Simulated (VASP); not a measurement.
Input of a VASP 6.6.1 run:

INCAR

```
PREC = Accurate
ENCUT = 520
EDIFF = 1E-6
ISMEAR = 0
SIGMA = 0.02
LREAL = F
LASPH = T
NELM = 80
ALGO = Normal
ISIF = 2
LWAVE = F
LCHARG = T
GGA = PE
LELF = T
LVHAR = T
NBANDS = 46
```

The input KPOINTS:

```
regular mesh
0
Gamma
  12 12 2
```

File POSCAR:

```
Si5Ge
1.0
    3.8986340619      0.0000000000      0.0000000000
   -1.9493170310      3.3763161377      0.0000000000
    0.0000000000      0.0000000000     19.0922127668
Si Ge
10 2
Direct
    0.3333333333      0.6666666667      0.7676969295
    0.6666666667      0.3333333333      0.7269566844
    0.0000000000      0.0000000000      0.5620614746
    0.6666666667      0.3333333333      0.6028150959
    0.0000000000      0.0000000000      0.4379385254
    0.3333333333      0.6666666667      0.3971849041
    0.6666666667      0.3333333333      0.2323030705
    0.3333333333      0.6666666667      0.2730433156
    0.6666666667      0.3333333333      0.1084400208
    0.3333333333      0.6666666667      0.8915599792
    0.0000000000      0.0000000000      0.0650575297
    0.0000000000      0.0000000000      0.9349424703
```

Potentials or basis: VASP PAW PBE potentials, release 64 (Si, Ge_d).

Run with:

```sh
$ cat potpaw_PBE.64/Si/POTCAR potpaw_PBE.64/Ge_d/POTCAR > POTCAR
$ mpirun -np 1 vasp_std > vasp.out
```

(1) Predict the largest force.

(2) Predict the band gap on the k mesh.

Results:

(1) 0.007 eV/Å.

(2) 0.55 eV (least direct gap 1.15 eV).

Caveat: semilocal functionals underestimate gaps, and a narrow one can read as zero.
